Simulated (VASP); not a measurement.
A run of VASP 6.6.1 is set up as follows.

File INCAR:

```
SYSTEM = TaTl
PREC     = Accurate       ! precision mode
ENCUT    = 520            ! plane-wave cutoff, eV
EDIFF    = 1E-6           ! SCF threshold, eV
ISMEAR   = -1             ! smearing method
SIGMA    = 0.05           ! smearing width, eV
LREAL    = .False.        ! projectors in reciprocal space
LASPH    = .True.         ! aspherical terms in the spheres
NELM     = 80             ! most SCF steps
ALGO     = Normal         ! electronic algorithm
ISIF     = 2              ! what is computed and relaxed
LWAVE    = .False.        ! write WAVECAR
LCHARG   = .False.        ! write CHGCAR
GGA      = PE             ! functional
NBANDS   = 19             ! bands
```

File KPOINTS:

```
regular mesh
0
Gamma
  8 8 6
  0 0 0
```

Contents of POSCAR:

```
TaTl
1.0
    3.5402886200      0.0000000000      0.0000000000
    0.0000000000      3.5402886200      0.0000000000
    0.0000000000      0.0000000000      4.3746065618
Ta Tl
1 1
Direct
    0.5000000000      0.5000000000      0.5000000000
    0.0000000000      0.0000000000      0.0000000000
```

Potentials or basis: VASP PAW PBE potentials, release 64 (Ta_pv, Tl_d).

Run with:

```bash
$ cat potpaw_PBE.64/Ta_pv/POTCAR potpaw_PBE.64/Tl_d/POTCAR > POTCAR
$ mpirun -np 1 vasp_std > vasp.out
```

(1) Predict the pressure.

(2) Predict the band gap on the k mesh.

Results:

(1) -17.8 GPa.

(2) zero (band 12 reaches 5.61 eV, above the bottom of band 13 at 4.83 eV).

Caveat: spin-orbit coupling is left out, which moves the levels of the heavy elements.
